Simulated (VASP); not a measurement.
Runs of VASP 6.6.1 on W. The structure is that of space group Im-3m (No. 229), or close to it. The cells are those of the table. 

```csv
cell,gap on the mesh (eV),pressure (GPa)
"a = 2.725 Å, angles 109.5°, 1 atom",none,(a)
"a = 2.717 Å, angles 109.5°, 1 atom",none,11.4
"a = 2.741 Å, angles 109.5°, 1 atom",none,2.2
"a = 2.733 Å, angles 109.5°, 1 atom",none,5.3
"a = 2.705 Å, angles 109.5°, 1 atom",none,(b)
```

Alike in all rows: task single point; level r2SCAN; potentials or basis VASP PAW PBE potentials, release 64 (W_sv); no spin polarisation; k mesh 24 × 24 × 24; cutoff (eV) 520; smearing fermi-dirac 0.1 eV.

Task: Estimate the missing entries.

Result: (a) 8.3; (b) 16.5.

Caveats: the PAW data sets were made with another functional, which shifts forces and pressure a little; spin-orbit coupling is left out, which moves the levels of the heavy elements; the cell stands under pressure (at least some runs).

A k mesh can miss the band edges, and the runs leave out spin-orbit coupling on W.

A gap of «none» marks levels without a gap at the run's occupations.
